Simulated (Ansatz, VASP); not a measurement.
**Two plane-wave programs on BAs**

```xyz
2
Lattice="0.0000 2.3885 2.3885 2.3885 0.0000 2.3885 2.3885 2.3885 0.0000" Properties=species:S:1:pos:R:3 pbc="T T T"
As    3.5827    3.5827    3.5827
B     0.0000    0.0000    0.0000
```

Alike in both runs: task single point; functional B3LYP5; k mesh 5 × 5 × 5; occupations fermi-dirac, width 0.05 eV; no spin polarisation.

|  | VASP | Ansatz |
| --- | --- | --- |
| version | VASP 6.6.1 | Ansatz 0.2.0 |
| potentials or method | VASP PAW PBE potentials, release 64 (As, B) | Ansatz PAW |
| plane-wave cutoff (eV) | 520 | 420 |
| valence electrons in the cell | 8 | 18 |

```tsv
	VASP	Ansatz	Ansatz less VASP
gap on the k mesh at the Fermi level (eV)	2.53	2.49	-0.036
least direct gap on the mesh (eV)	4.64	4.60	-0.036
pressure (GPa)	4.5	4.3	-0.26
```

VASP's potentials were made for PBE, not for B3LYP5. The functional is the same, so the differences come from potentials, cutoffs and numerics. VASP's potentials hold 8 valence electrons a cell and Ansatz's 18, so a difference there can come from the potentials and not from the codes.

The k mesh is coarse, so the values compare programs but aren't converged. Noted on Ansatz's run: odd divisions of the mesh miss points on the zone boundary, where band edges often lie, so the gap on the mesh can be too wide.
